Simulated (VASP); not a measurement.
# Ir (Fm-3m) in VASP: single point with PBEsol

Aim: the single point of Ir with PBEsol.

Program: VASP 6.6.1. These are calculated values, not measurements. Logs are shortened: lines on timing, memory, paths and dates and some standing lists are left out, and cuts for length are marked.

### Step 1. The cell of the first run

Symmetry: Fm-3m, No. 225, cubic system. Conventional cell: a = 3.832 Å, b = 3.832 Å, c = 3.832 Å, α = 90.00°, β = 90.00°, γ = 90.00°. Within 3.6 Å of Ir (site symmetry m-3m) lie 12 Ir at 2.71 Å.

### Step 2. Single point, PBEsol

INCAR reads:

```
SYSTEM = Ir
ALGO = Normal
EDIFF = 1E-6
ENCUT = 560
GGA = PS
GGA_COMPAT = .FALSE.
ISIF = 2
ISMEAR = -1
LASPH = .TRUE.
LCHARG = .TRUE.
LELF = .TRUE.
LREAL = .FALSE.
LVHAR = .TRUE.
LWAVE = .FALSE.
NBANDS = 14
NELM = 120
PREC = Accurate
SIGMA = 0.05
```

KPOINTS reads:

```
k-points
0
G
  11 11 11
  0 0 0
```

POSCAR reads:

```
Ir
1.0
    0.0000000000      1.9160386025      1.9160386025
    1.9160386025      0.0000000000      1.9160386025
    1.9160386025      1.9160386025      0.0000000000
Ir
1
Direct
    0.0000000000      0.0000000000      0.0000000000
```

Potentials or basis: VASP PAW PBE potentials, release 64 (Ir_sv_GW).

Command:

```
$ cat potpaw_PBE.64/Ir_sv_GW/POTCAR > POTCAR
$ mpirun -np 1 vasp_std > vasp.out
```

OUTCAR:

```text
SYSTEM = Ir
   EDIFF = 1E-6
   ENCUT = 560
   GGA = PS
   ISIF = 2
   ISMEAR = -1
   LASPH = .TRUE.
   LREAL = .FALSE.
   NELM = 120
   PREC = Accurate

 ion  position               nearest neighbor table
   1  0.000  0.000  0.000-

  LATTYP: Found a face centered cubic cell.
 ALAT       =     3.8320772050

  Lattice vectors:

 A1 = (   0.0000000000,   1.9160386025,   1.9160386025)
 A2 = (   1.9160386025,   0.0000000000,   1.9160386025)
 A3 = (   1.9160386025,   1.9160386025,   0.0000000000)

Analysis of symmetry for initial positions (statically):
=====================================================================
 Subroutine PRICEL returns:
 Original cell was already a primitive cell.

 Routine SETGRP: Setting up the symmetry group for a
 face centered cubic supercell.

 Subroutine GETGRP returns: Found 48 space group operations
 (whereof 48 operations were pure point group operations)
 out of a pool of 48 trial point group operations.

The static configuration has the point symmetry O_h .

Analysis of symmetry for dynamics (positions and initial velocities):
=====================================================================
 Subroutine PRICEL returns:
 Original cell was already a primitive cell.

 Routine SETGRP: Setting up the symmetry group for a
 face centered cubic supercell.

 Subroutine GETGRP returns: Found 48 space group operations
 (whereof 48 operations were pure point group operations)
 out of a pool of 48 trial point group operations.

The dynamic configuration has the point symmetry O_h .

 Subroutine INISYM returns: Found 48 space group operations
 (whereof 48 operations are pure point group operations),
 and found     1 'primitive' translations

----------------------------------------------------------------------------------------

                                     Primitive cell

  volume of cell :      14.0683

  direct lattice vectors                    reciprocal lattice vectors
     0.000000000  1.916038603  1.916038603    -0.260955076  0.260955076  0.260955076
     1.916038603  0.000000000  1.916038603     0.260955076 -0.260955076  0.260955076
     1.916038603  1.916038603  0.000000000     0.260955076  0.260955076 -0.260955076

  length of vectors
     2.709687778  2.709687778  2.709687778     0.451987451  0.451987451  0.451987451

  position of ions in fractional coordinates (direct lattice)
     0.000000000  0.000000000  0.000000000

  ion indices of the primitive-cell ions
   primitive index   ion index
                 1           1

----------------------------------------------------------------------------------------

 KPOINTS: k-points

Automatic generation of k-mesh.
 Grid dimensions read from file:
 generate k-points for:   11   11   11

 Generating k-lattice:

  Cartesian coordinates                     Fractional coordinates (reciprocal lattice)
    -0.023723189  0.023723189  0.023723189     0.090909091  0.000000000  0.000000000
     0.023723189 -0.023723189  0.023723189     0.000000000  0.090909091  0.000000000
     0.023723189  0.023723189 -0.023723189     0.000000000  0.000000000  0.090909091

  Length of vectors
     0.041089768  0.041089768  0.041089768

  Shift w.r.t. Gamma in fractional coordinates (k-lattice)
     0.000000000  0.000000000  0.000000000

 Subroutine IBZKPT returns following result:
 ===========================================

 Found     56 irreducible k-points:

 Following reciprocal coordinates:
            Coordinates               Weight
  0.000000  0.000000  0.000000      1.000000
  0.090909  0.000000  0.000000      8.000000
  0.181818  0.000000  0.000000      8.000000
  0.272727  0.000000  0.000000      8.000000
  0.363636  0.000000  0.000000      8.000000
  0.454545  0.000000  0.000000      8.000000
[... 16 lines left out ...]
 -0.272727  0.181818  0.000000     24.000000
 -0.181818  0.181818  0.000000     12.000000
 [... further k-points ...]
   k-points           NKPTS =     56   k-points in BZ     NKDIM =     56   number of bands    NBANDS=     14
   number of dos      NEDOS =    301   number of ions     NIONS =      1
   total plane-waves  NPLWV =  13824
   dimension x,y,z NGX =    24 NGY =   24 NGZ =   24
   dimension x,y,z NGXF=    48 NGYF=   48 NGZF=   48
   ions per type =               1
   NGX,Y,Z   is equivalent  to a cutoff of  14.72, 14.72, 14.72 a.u.
   NGXF,Y,Z  is equivalent  to a cutoff of  29.45, 29.45, 29.45 a.u.
 SYSTEM =  Ir
   PREC   = accura    normal or accurate (medium, high low for compatibility)
   ISTART =      0    job   : 0-new  1-cont  2-samecut
   ICHARG =      2    charge: 1-file 2-atom 10-const
   ISPIN  =      1    spin polarized calculation?
   LNONCOLLINEAR =      F non collinear calculations
   LSORBIT =      F    spin-orbit coupling
   LASPH  =      T    aspherical Exc in radial PAW
   ENCUT  =  560.0 eV  41.16 Ry    6.42 a.u.   5.23  5.23  5.23*2*pi/ulx,y,z
   NELM   =    120;   NELMIN=  2; NELMDL= -5     # of ELM steps
   EDIFF  = 0.1E-05   stopping-criterion for ELM
   LREAL  =      F    real-space projection
[... 7 lines left out ...]
   TEBEG  =    0.0;   TEEND  =   0.0 temperature during run
   PSTRESS=    0.0 pullay stress
   NELECT =      17.0000    total number of electrons
   NUPDOWN=      -1.0000    fix difference up-down
   EMIN   =  10.00;   EMAX   =-10.00  energy-range for DOS
   EFERMI =   0.00;   METHOD = LEGACY
   ISMEAR =    -1;   SIGMA  =   0.05  broadening in eV -4-tet -1-fermi 0-gaus
   EFERMI_NEDOS =   21; number of points for ismear=-14 and -15
   IALGO  =     38    algorithm
   IMIX   =      4    mixing-type and parameters
     AMIX     =   0.40;   BMIX     =  1.00
     AMIX_MAG =   1.60;   BMIX_MAG =  1.00
  volume/ion in A,a.u.               =      14.07        94.94
  Fermi-wavevector in a.u.,A,eV,Ry     =   1.743721  3.295154 41.369349  3.040561
  Thomas-Fermi vector in A             =   2.815739
   LORBIT       =      0    0 simple, 1 ext, 2 COOP (PROOUT), +10 PAW based schemes
   GGA     = PS    functional components
   LHFCALC =     F    Hartree Fock is set to
   AEXX    =    0.0000 exact exchange contribution
   IVDW    =     0    specifies the selected vdW correction
   LEPSILON=     F    determine dielectric tensor
   LRPA    =     F    only Hartree local field effects (RPA)
 non-spin polarized calculation
  energy-cutoff  :      560.00
  volume of cell :       14.07
 maximum number of plane-waves:       440
 NGX is ok and might be reduce to    24
   NGX = 11   NGY = 11   NGZ = 11

 number of electron      17.0000000 magnetization

 Free energy of the ion-electron system (eV)
  ---------------------------------------------------
  ext. energy  EPLUGINS =         0.00000000
  ---------------------------------------------------
  free energy    TOTEN  =       -10.37673967 eV

  energy without entropy =      -10.36336030  energy(sigma->0) =      -10.37004998

 E-fermi :  12.7734     XC(G=0): -14.7424

 val. band max:       12.7655300746   @ k =   0.2727   0.2727   0.0000
 cond. band min:      12.7823537633   @ k =   0.3636   0.2727   0.0000
 fundamental gap:      0.0168236887
 Fermi energy:        12.7733578043

 k-point     1 :       0.0000    0.0000    0.0000
  band No.  band energies     occupation
      1     -80.2016      2.00000
      2     -36.5781      2.00000
      3     -36.5781      2.00000
      4     -36.5781      2.00000
      5       1.6109      2.00000
      6       8.9118      2.00000
      7       8.9118      2.00000
      8       8.9118      2.00000
      9      11.6504      2.00000
     10      11.6504      2.00000
     11      26.4124      0.00000
     12      31.9523      0.00000
     13      31.9523      0.00000
     14      31.9523      0.00000

 k-point     2 :       0.0909    0.0000    0.0000
  band No.  band energies     occupation
      1     -80.1969      2.00000
      2     -36.6452      2.00000
      3     -36.5875      2.00000
      4     -36.5875      2.00000
      5       1.9786      2.00000
      6       8.7208      2.00000
      7       9.0648      2.00000
      8       9.0648      2.00000
      9      11.5539      2.00000
     10      11.5539      2.00000
     11      27.0440      0.00000
     12      30.4889      0.00000
     13      32.5730      0.00000
     14      32.5730      0.00000

 k-point     3 :       0.1818    0.0000    0.0000
  band No.  band energies     occupation
      1     -80.1826      2.00000
      2     -36.8202      2.00000
      3     -36.6118      2.00000
      4     -36.6118      2.00000
      5       2.9635      2.00000
      6       8.3747      2.00000
      7       9.3437      2.00000
      8       9.3437      2.00000
      9      11.5023      2.00000
     10      11.5023      2.00000
     11      27.9186      0.00000
     12      28.7225      0.00000
     13      34.3062      0.00000
     14      34.3062      0.00000
[... 324 lines left out ...]
 k-point    23 :      -0.2727    0.1818    0.0000
  band No.  band energies     occupation
      1     -80.1417      2.00000
      2     -37.1578      2.00000
      3     -36.8412      2.00000
      4     -36.6726      2.00000
      5       5.7491      2.00000
      6       8.0590      2.00000
      7       8.5675      2.00000
      8       9.9952      2.00000
      9      11.4609      2.00000
     10      14.9479      0.00000
     11      24.5309      0.00000
     12      28.7238      0.00000
     13      30.0841      0.00000
     14      34.8660      0.00000

 k-point    24 :      -0.1818    0.1818    0.0000
  band No.  band energies     occupation
      1     -80.1573      2.00000
      2     -37.0248      2.00000
      3     -36.7691      2.00000
      4     -36.6357      2.00000
      5       4.8329      2.00000
      6       7.7329      2.00000
      7       9.0838      2.00000
      8      10.3493      2.00000
      9      10.4156      2.00000
     10      13.5220      0.00000
     11      26.7848      0.00000
     12      29.9976      0.00000
     13      31.8736      0.00000
     14      32.5950      0.00000

 [... further k-points ...]

------------------------ aborting loop because EDIFF is reached ----------------------------------------

  FORCE on cell =-STRESS in cart. coord.  units (eV):
  Direction    XX          YY          ZZ          XY          YZ          ZX
  --------------------------------------------------------------------------------------
  -------------------------------------------------------------------------------------
  Total       -0.1631076     -0.1631076     -0.1631076      0.0000000      0.0000000     -0.0000000
  in kB      -18.5755675    -18.5755675    -18.5755675      0.0000000      0.0000000     -0.0000000
  external PRESSURE =     -18.5755675 kB  Pullay stress =       0.0000000 kB

 VOLUME and BASIS-vectors are now :
 -----------------------------------------------------------------------------
  energy-cutoff  :      560.00
  volume of cell :       14.07
      direct lattice vectors                 reciprocal lattice vectors
     0.000000000  1.916038603  1.916038603    -0.260955076  0.260955076  0.260955076
     1.916038603  0.000000000  1.916038603     0.260955076 -0.260955076  0.260955076
     1.916038603  1.916038603  0.000000000     0.260955076  0.260955076 -0.260955076

 POSITION                                       TOTAL-FORCE (eV/Angst)
 -----------------------------------------------------------------------------------
      0.00000      0.00000      0.00000        -0.000000     -0.000000     -0.000000
 -----------------------------------------------------------------------------------
    total drift:                                0.000000      0.000000      0.000000

  FREE ENERGIE OF THE ION-ELECTRON SYSTEM (eV)
  ---------------------------------------------------
  free  energy   TOTEN  =       -10.3767396705 eV

  energy  without entropy=      -10.3633602982  energy(sigma->0) =      -10.37004998
```

Run time: 15 s. Hardware: 1 thread of Intel Xeon Platinum 8259CL at 2.50GHz (Skylake/Cascade Lake), shared host; peak memory 0.15 GiB.

Results:

```yaml
Free_energy: -10.3767 eV
Pressure: -1.9 GPa
Band_gap_on_the_k_mesh: zero (an odd number of electrons rules out a gap without spin polarisation)
```

Caveat: the PAW data sets were made with another functional, which shifts forces and pressure a little; spin-orbit coupling is left out, which moves the levels of the heavy elements.
